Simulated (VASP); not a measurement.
BN, 4 atoms in the cell. It takes space group P6_3/mmc (No. 194, hexagonal). Conventional cell: a = 2.424 Å, b = 2.424 Å, c = 7.683 Å, α = 90.00°, β = 90.00°, γ = 120.00°. Within 1.9 Å of B (site symmetry -6m2) lie 3 N at 1.40 Å. Within 1.9 Å of N (site symmetry -6m2) lie 3 B at 1.40 Å.  This cell differs from its parent crystal: volume 9.776 Å^3 an atom, c/a of the conventional cell 3.1694.

```yaml
Program: VASP 6.6.1
Task: single point
Functional: PBEsol
Potentials_or_basis: VASP PAW PBE potentials, release 64 (B, N)
Cutoff: 520 eV
k_mesh: 12 × 12 × 4
Occupations: gaussian, width 0.05 eV
Spin: no spin polarisation
Dipole_correction: no
Further_INCAR_settings: ALGO = Normal; EDIFF = 1e-06; NBANDS = 16
```

Potentials or basis: VASP PAW PBE potentials, release 64 (B, N).

Run with:

```bash
$ cat potpaw_PBE.64/B/POTCAR potpaw_PBE.64/N/POTCAR > POTCAR
$ mpirun -np 1 vasp_std > vasp.out
```

Hardware: 1 thread of Intel Xeon 8259CL, with other jobs on the host.

Problem. How long does it take, and how much memory?

Solution. Run time: 42 s on 1 thread of Intel Xeon 8259CL, on a shared host, peak memory 0.16 GiB. Counts: scf iterations 13, k points 57.
